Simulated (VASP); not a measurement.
The system is NaI.

```
Na I
1.0
     4.04054    0.00000    0.00000
     0.00000    4.04054    0.00000
     0.00000    0.00000    4.04054
Na I
1 1
Cartesian
  0.0000 0.0000 0.0000
  2.0203 2.0203 2.0203
```

Base run:

| Quantity | Value |
| --- | --- |
| Program | VASP 6.6.1 |
| Functional | r2SCAN |
| Potentials or basis | VASP PAW PBE potentials, release 64 (Na_pv, I) |
| Cutoff | 520 eV |
| k mesh | 6 × 6 × 6 |
| Occupations | gaussian, width 0.01 eV |
| Spin | no spin polarisation |

Its results: band gap on the k mesh 3.07 eV (least direct gap 3.36 eV); pressure 0.0 GPa.

**Question.** The run is repeated on the same cell with these changes: functional from r2SCAN to PBE; occupations from gaussian, width 0.01 eV to fermi-dirac, width 0.02 eV. What comes out?

**Answer.** Band gap on the k mesh 2.30 eV (least direct gap 2.79 eV); pressure 0.3 GPa.

Caveats: the structure was generated, so it needn't be the stable form of NaI; spin-orbit coupling is left out, which moves the levels of the heavy elements; the PAW data sets were made with another functional, which shifts forces and pressure a little (at least some runs).

A k mesh can miss the band edges.
